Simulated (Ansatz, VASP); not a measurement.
**BN: VASP beside Ansatz**

```
CELL_PARAMETERS angstrom
2.49824 0.00000 0.00000
-1.24912 2.16354 0.00000
0.00000 0.00000 6.63570
ATOMIC_POSITIONS crystal
N 0.66667 0.33333 0.25000
N 0.33333 0.66667 0.75000
B 0.66667 0.33333 0.75000
B 0.33333 0.66667 0.25000
```

Alike in both runs: task single point; functional PBE; k mesh 12 × 12 × 4; occupations fermi-dirac, width 0.05 eV; no spin polarisation.

```csv
,VASP,Ansatz
version,VASP 6.6.1,Ansatz 0.2.0
potentials or method,"VASP PAW PBE potentials, release 64 (N, B), cutoff 520 eV","all-electron LAPW, scalar-relativistic"
```

|  | VASP | Ansatz | Ansatz less VASP |
| --- | --- | --- | --- |
| gap on the k mesh at the Fermi level (eV) | 4.29 | 4.29 | 0.000 |
| least direct gap on the mesh (eV) | 4.66 | 4.66 | -0.001 |
| pressure (GPa) | 5.1 | 5.0 | -0.10 |
| traceless stress, the component that is largest in VASP (GPa) | -2.30 | -2.04 | +0.265 |

Ansatz ran all-electron here, and VASP with PAW potentials.
